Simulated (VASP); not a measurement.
# ScB2 (P6/mmm) in VASP: single point with LDA

Aim: the single point of ScB2 with LDA.

Program: VASP 6.6.1. These are calculated values, not measurements. Logs are shortened: lines on timing, memory, paths and dates and some standing lists are left out, and cuts for length are marked.

## (1) The cell of the first run

It takes space group P6/mmm (No. 191, hexagonal). Conventional cell: a = 3.150 Å, b = 3.150 Å, c = 3.520 Å, α = 90.00°, β = 90.00°, γ = 120.00°. Sc (site symmetry 6/mmm) has 12 B at 2.53 Å and 6 Sc at 3.15 Å within 3.3 Å. Within 2.4 Å of B (site symmetry -6m2) lie 3 B at 1.82 Å.

## (2) Single point, LDA

Contents of INCAR:

```
SYSTEM = ScB2
PREC = Accurate ; ENCUT = 500
EDIFF = 1E-6 ; ISMEAR = -1
SIGMA = 0.1 ; LREAL = .False.
LASPH = .True. ; NELM = 120
ALGO = Normal ; ISIF = 2
LWAVE = .False. ; LCHARG = .False.
NBANDS = 16 ; GGA_COMPAT = .False.
```

Contents of KPOINTS:

```
regular mesh
0
Gamma
  7 7 5
  0 0 0
```

Contents of POSCAR:

```
ScB2
1.0
    3.1500000000      0.0000000000      0.0000000000
   -1.5750000000      2.7279800000      0.0000000000
    0.0000000000      0.0000000000      3.5200000000
Sc B
1 2
Direct
    0.0000000000      0.0000000000      0.0000000000
    0.3333333333      0.6666666667      0.5000000000
    0.6666666667      0.3333333333      0.5000000000
```

Potentials or basis: VASP PAW LDA potentials, release 64 (Sc_sv, B).

The run is started by

```
$ cat potpaw_LDA.64/Sc_sv/POTCAR potpaw_LDA.64/B/POTCAR > POTCAR
$ mpirun -np 1 vasp_std > vasp.out
```

OUTCAR:

```text
SYSTEM = ScB2
   PREC = Accurate
   ENCUT = 500
   EDIFF = 1E-6
   ISMEAR = -1
   LREAL = .False.
   LASPH = .True.
   NELM = 120
   ISIF = 2

 ion  position               nearest neighbor table
   1  0.000  0.000  0.000-   2 2.53   2 2.53   3 2.53   3 2.53   2 2.53   3 2.53   2 2.53   3 2.53
                             3 2.53   3 2.53   2 2.53   2 2.53
   2  0.333  0.667  0.500-   3 1.82   3 1.82   3 1.82   1 2.53   1 2.53   1 2.53   1 2.53   1 2.53
                             1 2.53
   3  0.667  0.333  0.500-   2 1.82   2 1.82   2 1.82   1 2.53   1 2.53   1 2.53   1 2.53   1 2.53
                             1 2.53

  LATTYP: Found a hexagonal cell.
 ALAT       =     3.1500000000
 C/A-ratio  =     1.1174603175

  Lattice vectors:

 A1 = (   3.1500000000,   0.0000000000,   0.0000000000)
 A2 = (  -1.5750000000,   2.7279800000,   0.0000000000)
 A3 = (   0.0000000000,   0.0000000000,   3.5200000000)

Analysis of symmetry for initial positions (statically):
=====================================================================
 Subroutine PRICEL returns:
 Original cell was already a primitive cell.

 Routine SETGRP: Setting up the symmetry group for a
 hexagonal supercell.

 Subroutine GETGRP returns: Found 24 space group operations
 (whereof 24 operations were pure point group operations)
 out of a pool of 24 trial point group operations.

The static configuration has the point symmetry D_6h.

Analysis of symmetry for dynamics (positions and initial velocities):
=====================================================================
 Subroutine PRICEL returns:
 Original cell was already a primitive cell.

 Routine SETGRP: Setting up the symmetry group for a
 hexagonal supercell.

 Subroutine GETGRP returns: Found 24 space group operations
 (whereof 24 operations were pure point group operations)
 out of a pool of 24 trial point group operations.

The dynamic configuration has the point symmetry D_6h.

 Subroutine INISYM returns: Found 24 space group operations
 (whereof 24 operations are pure point group operations),
 and found     1 'primitive' translations

----------------------------------------------------------------------------------------

                                     Primitive cell

  volume of cell :      30.2478

  direct lattice vectors                    reciprocal lattice vectors
     3.150000000  0.000000000  0.000000000     0.317460317  0.183285801  0.000000000
    -1.575000000  2.727980000  0.000000000     0.000000000  0.366571602  0.000000000
     0.000000000  0.000000000  3.520000000     0.000000000  0.000000000  0.284090909

  length of vectors
     3.150000000  3.149999981  3.520000000     0.366571600  0.366571602  0.284090909

  position of ions in fractional coordinates (direct lattice)
     0.000000000  0.000000000  0.000000000
     0.333333333  0.666666667  0.500000000
     0.666666667  0.333333333  0.500000000

  ion indices of the primitive-cell ions
   primitive index   ion index
                 1           1
                 2           2
                 3           3

----------------------------------------------------------------------------------------

 KPOINTS: regular mesh

Automatic generation of k-mesh.
 Grid dimensions read from file:
 generate k-points for:    7    7    5

 Generating k-lattice:

  Cartesian coordinates                     Fractional coordinates (reciprocal lattice)
     0.045351474  0.026183686  0.000000000     0.142857143  0.000000000  0.000000000
     0.000000000  0.052367372  0.000000000     0.000000000  0.142857143  0.000000000
     0.000000000  0.000000000  0.056818182     0.000000000  0.000000000  0.200000000

  Length of vectors
     0.052367371  0.052367372  0.056818182

  Shift w.r.t. Gamma in fractional coordinates (k-lattice)
     0.000000000  0.000000000  0.000000000

 Subroutine IBZKPT returns following result:
 ===========================================

 Found     24 irreducible k-points:

 Following reciprocal coordinates:
            Coordinates               Weight
  0.000000  0.000000  0.000000      1.000000
  0.142857  0.000000  0.000000      6.000000
  0.285714  0.000000  0.000000      6.000000
  0.428571 -0.000000  0.000000      6.000000
  0.142857  0.142857  0.000000      6.000000
  0.285714  0.142857  0.000000     12.000000
[... 16 lines left out ...]
  0.428571  0.142857  0.400000     12.000000
  0.285714  0.285714  0.400000     12.000000
   k-points           NKPTS =     24   k-points in BZ     NKDIM =     24   number of bands    NBANDS=     16
   number of dos      NEDOS =    301   number of ions     NIONS =      3
   total plane-waves  NPLWV =  16128
   dimension x,y,z NGX =    24 NGY =   24 NGZ =   28
   dimension x,y,z NGXF=    48 NGYF=   48 NGZF=   56
   ions per type =               1   2
   NGX,Y,Z   is equivalent  to a cutoff of  12.67, 12.67, 13.22 a.u.
   NGXF,Y,Z  is equivalent  to a cutoff of  25.33, 25.33, 26.45 a.u.
 SYSTEM =  ScB2
   PREC   = accura    normal or accurate (medium, high low for compatibility)
   ISTART =      0    job   : 0-new  1-cont  2-samecut
   ICHARG =      2    charge: 1-file 2-atom 10-const
   ISPIN  =      1    spin polarized calculation?
   LNONCOLLINEAR =      F non collinear calculations
   LSORBIT =      F    spin-orbit coupling
   LASPH  =      T    aspherical Exc in radial PAW
   ENCUT  =  500.0 eV  36.75 Ry    6.06 a.u.   5.74  5.74  6.42*2*pi/ulx,y,z
   NELM   =    120;   NELMIN=  2; NELMDL= -5     # of ELM steps
   EDIFF  = 0.1E-05   stopping-criterion for ELM
   LREAL  =      F    real-space projection
[... 7 lines left out ...]
   TEBEG  =    0.0;   TEEND  =   0.0 temperature during run
   PSTRESS=    0.0 pullay stress
   NELECT =      17.0000    total number of electrons
   NUPDOWN=      -1.0000    fix difference up-down
   EMIN   =  10.00;   EMAX   =-10.00  energy-range for DOS
   EFERMI =   0.00;   METHOD = LEGACY
   ISMEAR =    -1;   SIGMA  =   0.10  broadening in eV -4-tet -1-fermi 0-gaus
   EFERMI_NEDOS =   21; number of points for ismear=-14 and -15
   IALGO  =     38    algorithm
   IMIX   =      4    mixing-type and parameters
     AMIX     =   0.40;   BMIX     =  1.00
     AMIX_MAG =   1.60;   BMIX_MAG =  1.00
  volume/ion in A,a.u.               =      10.08        68.04
  Fermi-wavevector in a.u.,A,eV,Ry     =   1.351013  2.553045 24.833862  1.825237
  Thomas-Fermi vector in A             =   2.478470
   LORBIT       =      0    0 simple, 1 ext, 2 COOP (PROOUT), +10 PAW based schemes
   GGA     = CA    functional components
   LHFCALC =     F    Hartree Fock is set to
   AEXX    =    0.0000 exact exchange contribution
   IVDW    =     0    specifies the selected vdW correction
   LEPSILON=     F    determine dielectric tensor
   LRPA    =     F    only Hartree local field effects (RPA)
 non-spin polarized calculation
  energy-cutoff  :      500.00
  volume of cell :       30.25
 maximum number of plane-waves:       781
 NGX is ok and might be reduce to    24
   NGX = 11   NGY = 11   NGZ = 13

 number of electron      17.0000002 magnetization

 Free energy of the ion-electron system (eV)
  ---------------------------------------------------
  ext. energy  EPLUGINS =         0.00000000
  ---------------------------------------------------
  free energy    TOTEN  =       -24.37151465 eV

  energy without entropy =      -24.34074388  energy(sigma->0) =      -24.35612926

 E-fermi :   5.9228     XC(G=0): -12.0950

 val. band max:        5.8507068007   @ k =   0.2857   0.0000   0.0000
 cond. band min:       5.9250929205   @ k =   0.2857   0.0000   0.4000
 fundamental gap:      0.0743861198
 Fermi energy:         5.9228364159

 k-point     1 :       0.0000    0.0000    0.0000
  band No.  band energies     occupation
      1     -41.7696      2.00000
      2     -20.8371      2.00000
      3     -20.5305      2.00000
      4     -20.5305      2.00000
      5      -5.5497      2.00000
      6       4.3716      2.00000
[... 8 lines left out ...]
     15      12.4255      0.00000
     16      12.9326      0.00000

 k-point     2 :       0.1429    0.0000    0.0000
  band No.  band energies     occupation
      1     -41.7560      2.00000
      2     -20.8193      2.00000
      3     -20.6318      2.00000
      4     -20.5528      2.00000
      5      -5.1820      2.00000
      6       3.8745      2.00000
[... 8 lines left out ...]
     15      14.0925      0.00000
     16      14.1953      0.00000

 k-point     3 :       0.2857    0.0000    0.0000
  band No.  band energies     occupation
      1     -41.7253      2.00000
      2     -20.8528      2.00000
      3     -20.7791      2.00000
      4     -20.6024      2.00000
      5      -4.1413      2.00000
      6       1.6855      2.00000
[... 8 lines left out ...]
     15      13.5528      0.00000
     16      15.5189      0.00000

 k-point     4 :       0.4286   -0.0000    0.0000
  band No.  band energies     occupation
      1     -41.7005      2.00000
      2     -21.0241      2.00000
      3     -20.7467      2.00000
      4     -20.6418      2.00000
      5      -2.5594      2.00000
      6      -0.5661      2.00000
[... 8 lines left out ...]
     15      14.3480      0.00000
     16      14.6077      0.00000
[... 324 lines left out ...]
 k-point    22 :       0.2857    0.1429    0.4000
  band No.  band energies     occupation
      1     -41.6963      2.00000
      2     -20.9187      2.00000
      3     -20.8974      2.00000
      4     -20.6592      2.00000
      5      -2.7240      2.00000
      6       0.8860      2.00000
[... 8 lines left out ...]
     15      14.4219      0.00000
     16      16.3676      0.00000

 k-point    23 :       0.4286    0.1429    0.4000
  band No.  band energies     occupation
      1     -41.6841      2.00000
      2     -20.9874      2.00000
      3     -20.8761      2.00000
      4     -20.6915      2.00000
      5      -1.9464      2.00000
      6      -0.3467      2.00000
[... 8 lines left out ...]
     15      13.8507      0.00000
     16      15.6576      0.00000

 k-point    24 :       0.2857    0.2857    0.4000
  band No.  band energies     occupation
      1     -41.6811      2.00000
      2     -20.9192      2.00000
      3     -20.8708      2.00000
      4     -20.7878      2.00000
      5      -1.7313      2.00000
      6      -0.2935      2.00000
[... 8 lines left out ...]
     15      14.2495      0.00000
     16      16.3102      0.00000

------------------------ aborting loop because EDIFF is reached ----------------------------------------

  FORCE on cell =-STRESS in cart. coord.  units (eV):
  Direction    XX          YY          ZZ          XY          YZ          ZX
  --------------------------------------------------------------------------------------
  -------------------------------------------------------------------------------------
  Total       -1.8809257     -1.8809256     -1.4498285      0.0000000      0.0000000      0.0000000
  in kB      -99.6294691    -99.6294675    -76.7949749      0.0000000      0.0000000      0.0000000
  external PRESSURE =     -92.0179705 kB  Pullay stress =       0.0000000 kB

 VOLUME and BASIS-vectors are now :
 -----------------------------------------------------------------------------
  energy-cutoff  :      500.00
  volume of cell :       30.25
      direct lattice vectors                 reciprocal lattice vectors
     3.150000000  0.000000000  0.000000000     0.317460317  0.183285801  0.000000000
    -1.575000000  2.727980000  0.000000000     0.000000000  0.366571602  0.000000000
     0.000000000  0.000000000  3.520000000     0.000000000  0.000000000  0.284090909

 POSITION                                       TOTAL-FORCE (eV/Angst)
 -----------------------------------------------------------------------------------
      0.00000      0.00000      0.00000        -0.000000      0.000000     -0.000000
     -0.00000      1.81865      1.76000        -0.000000      0.000000     -0.000000
      1.57500      0.90933      1.76000         0.000000     -0.000000      0.000000
 -----------------------------------------------------------------------------------
    total drift:                               -0.000000      0.000000      0.000000

  FREE ENERGIE OF THE ION-ELECTRON SYSTEM (eV)
  ---------------------------------------------------
  free  energy   TOTEN  =       -24.3715146477 eV

  energy  without entropy=      -24.3407438816  energy(sigma->0) =      -24.35612926
```

Run time: 15 s. Hardware: 1 thread of AMD EPYC 7R43 (Zen 3), shared host; peak memory 0.1 GiB.

What came out:

| Item | Value |
| --- | --- |
| Free energy | -24.3715 eV |
| Pressure | -9.2 GPa |
| Band gap on the k mesh | zero (an odd number of electrons rules out a gap without spin polarisation) |

Stress tensor (GPa, compression positive):
```
-9.96  0.00  0.00
 0.00 -9.96  0.00
 0.00  0.00 -7.68
```

Caveat: the cell stands under tension; an odd number of electrons without spin polarisation forces a metal; a magnetic or distorted state may lie lower.

The gap in the log of VASP goes by the Fermi energy; the results here count the filled bands.